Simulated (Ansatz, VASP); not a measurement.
SiC in VASP and in Ansatz

File INCAR:

```
SYSTEM = SiC
  PREC = Accurate
  ENCUT = 520
  EDIFF = 1E-6
  ISMEAR = 0
  SIGMA = 0.01
  LREAL = .False.
  LASPH = .True.
  NELM = 100
  ALGO = Normal
  ISIF = 2
  LWAVE = .False.
  LCHARG = .False.
  GGA = PS
  NBANDS = 16
```

File KPOINTS:

```
regular mesh
0
Gamma
  15 15 8
  0 0 0
```

The input POSCAR:

```
SiC
1.0
    3.0759807156      0.0000000000      0.0000000000
   -1.5379903578      2.6638774413      0.0000000000
    0.0000000000      0.0000000000      5.0478465815
Si C
2 2
Direct
    0.3333333333      0.6666666667     -0.0190370694
    0.6666666667      0.3333333333      0.4809629306
    0.3333333333      0.6666666667      0.3940370694
    0.6666666667      0.3333333333      0.8940370694
```

Input for Ansatz:

```yaml
crystal:
  lattice:
    - [3.0759807156, 0.0, 0.0]
    - [-1.5379903578, 2.6638774413, 0.0]
    - [0.0, 0.0, 5.0478465815]
  atoms:
    - { symbol: Si, position: [0.3333333333, 0.6666666667, -0.0190370694] }
    - { symbol: Si, position: [0.6666666667, 0.3333333333, 0.4809629306] }
    - { symbol: C, position: [0.3333333333, 0.6666666667, 0.3940370694] }
    - { symbol: C, position: [0.6666666667, 0.3333333333, 0.8940370694] }
basis:
  ecutwfc: 420
  xc_grid: 2
kpoints:
  mp_grid: { grid: [15, 15, 8] }
hamiltonian:
  xc: pbesol
  pseudopotentials: { kind: paw, azcp: { folder: soft_1 } }
scf:
  occupations: { method: fixed }
output:
  forces: true
  stress: true
  eigenvalues: true
  polarization: {}
```

Change from the starting cell: polar distortion scaled by 0.70.

Alike in both runs: task single point; functional PBEsol; k mesh 15 × 15 × 8; no spin polarisation.

```csv
,VASP,Ansatz
version,VASP 6.6.1,Ansatz 0.2.0
potentials or method,"VASP PAW PBE potentials, release 64 (Si, C), cutoff 520 eV","scalar-relativistic, plane waves, PAW"
occupations,"gaussian, width 0.01 eV",fixed
valence electrons in the cell,16,16
```

VASP gave:

* gap on the k mesh at the Fermi level (eV): 1.69
* least direct gap on the mesh (eV): 3.81
* pressure (GPa): 3.3
* traceless stress, the component that is largest in VASP (GPa): -9.78
* rms of the force components (eV/Å): 1.219

Task: Estimate Ansatz's values.

Result: gap on the k mesh at the Fermi level (eV): 1.70; least direct gap on the mesh (eV): 3.80; pressure (GPa): 3.0; traceless stress, the component that is largest in VASP (GPa): -9.61; rms of the force components (eV/Å): 1.213.

VASP's potentials were made for PBE, not for PBEsol, and Ansatz warns of the same on its side. Atom by atom the forces differ by 0.007 eV/Å (rms over components).
